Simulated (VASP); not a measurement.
## AlSn: relaxation of cell and atoms with RPBE+D3(BJ)

AlSn:

```
Sn Al
1.0
     4.19811    0.00000    0.00000
    -2.09905    3.63567    0.00000
     0.00000    0.00000    3.30685
Sn Al
1 1
Direct
  0.33333 0.66667 0.50000
  0.00000 0.00000 0.00000
```

```json
{"Program": "VASP 6.6.1", "Task": "relaxation of cell and atoms", "Functional": "RPBE", "Dispersion": "D3(BJ)", "Potentials or basis": "VASP PAW PBE potentials, release 64 (Sn_d, Al)", "Cutoff": "600 eV", "k mesh": "7 × 7 × 8", "Occupations": "fermi-dirac, width 0.05 eV", "Spin": "no spin polarisation", "Dipole correction": "no", "Further INCAR settings": "ALGO = Normal; EDIFF = 1e-07; IBRION = 2; EDIFFG = -0.01; NSW = 60; ISIF = 3"}
```

| Property | Result |
| --- | --- |
| Relaxed volume | 17.65 Å³/atom |
| Relaxed cell | a = 2.910 Å, b = 2.910 Å, c = 4.812 Å, α = 90.00°, β = 90.00°, γ = 120.00° |
| Space group after relaxing (to 0.05 Å) | P-6m2 (No. 187) |
| Energy gained by relaxing | 567.9 meV/atom |
| Ionic steps | 31 |
| Pressure after relaxing | 0.0 GPa |
| Dispersion energy per atom | -2.529 eV |

Stress tensor (GPa, compression positive):
```
 0.05  0.00  0.00
 0.00  0.05  0.00
 0.00  0.00 -0.06
```

The path:
| step | energy change (eV) | largest force (eV/Å) | pressure (GPa) | volume (Å³) |
| --- | --- | --- | --- | --- |
| 1 | 0.0000 | 0.0000 | -11.77 | 50.47 |
| 2 | -0.3336 | 0.0000 | 8.16 | 38.10 |
| 3 | -0.4089 | 0.0000 | -0.20 | 41.23 |
| 4 | -0.4088 | 0.0000 | 0.17 | 41.06 |
| 5 | -0.4126 | 0.0000 | 0.22 | 40.95 |
| 6 | -0.4231 | 0.0000 | 0.17 | 40.59 |
| 7 | -0.4161 | 0.0000 | 0.43 | 39.78 |
| 8 | -0.4459 | 0.0000 | 2.18 | 37.80 |
| 9 | -0.7757 | 0.0000 | 11.95 | 32.70 |
| 10 | 13.7129 | 0.0000 | 350.22 | 19.94 |
| 11 | -0.7741 | 0.0000 | 12.92 | 32.48 |
| 12 | 0.4976 | 0.0000 | 69.39 | 26.43 |
| 13 | -0.7690 | 0.0000 | 16.82 | 31.78 |
| 14 | -0.5589 | 0.0000 | 34.22 | 29.17 |
| 15 | -0.6129 | 0.0000 | 30.80 | 29.58 |
| 16 | -0.6651 | 0.0000 | 28.62 | 29.85 |
| 17 | -0.8021 | 0.0000 | 22.53 | 30.67 |
| 18 | -0.9941 | 0.0000 | 12.19 | 32.36 |
| 19 | -1.1032 | 0.0000 | -2.45 | 35.92 |
| 20 | -1.1066 | 0.0000 | -0.89 | 35.43 |
| 21 | -1.1067 | 0.0000 | -0.47 | 35.31 |
| 22 | -1.1106 | 0.0000 | -0.43 | 35.29 |
| 23 | -1.1216 | 0.0000 | -0.16 | 35.25 |
| 24 | -1.1352 | 0.0000 | 0.49 | 35.15 |
| 25 | -1.1354 | 0.0000 | 0.67 | 35.12 |
| 26 | -1.1356 | 0.0000 | 0.60 | 35.14 |
| 27 | -1.1356 | 0.0000 | 0.61 | 35.13 |
| 28 | -1.1358 | 0.0000 | 0.26 | 35.24 |
| 29 | -1.1358 | 0.0000 | 0.05 | 35.30 |
| 30 | -1.1358 | 0.0000 | 0.07 | 35.29 |
| 31 | -1.1359 | 0.0000 | 0.02 | 35.30 |

Final structure:
```
CELL_PARAMETERS angstrom
2.91050 0.00000 0.00000
-1.45525 2.52056 0.00000
0.00000 0.00000 4.81240
ATOMIC_POSITIONS crystal
Sn 0.33333 0.66667 0.50000
Al 0.00000 0.00000 0.00000
```

Levels at points of the mesh, in eV from the Fermi level:
```
           k point  band 7  band 8  band 9  band 10  band 11  band 12
(0.00, 0.00, 0.00)   -6.08   -5.78    9.25     9.25    10.19    11.05
(0.00, 0.00, 0.50)  -10.05    1.61    2.74    10.69    10.69    11.20
```

Wall time 5 min on 1 thread of Intel(R) Xeon(R) Platinum 8488C (Sapphire Rapids), with other jobs on the host, peak memory 0.22 GiB.

Caveat: the volume moved by over 15 % at a fixed basis, so the end points are rough; the PAW data sets were made with another functional, which shifts forces and pressure a little; spin-orbit coupling is left out, which moves the levels of the heavy elements; pairwise dispersion overbinds metals, which lowers pressure and volume.
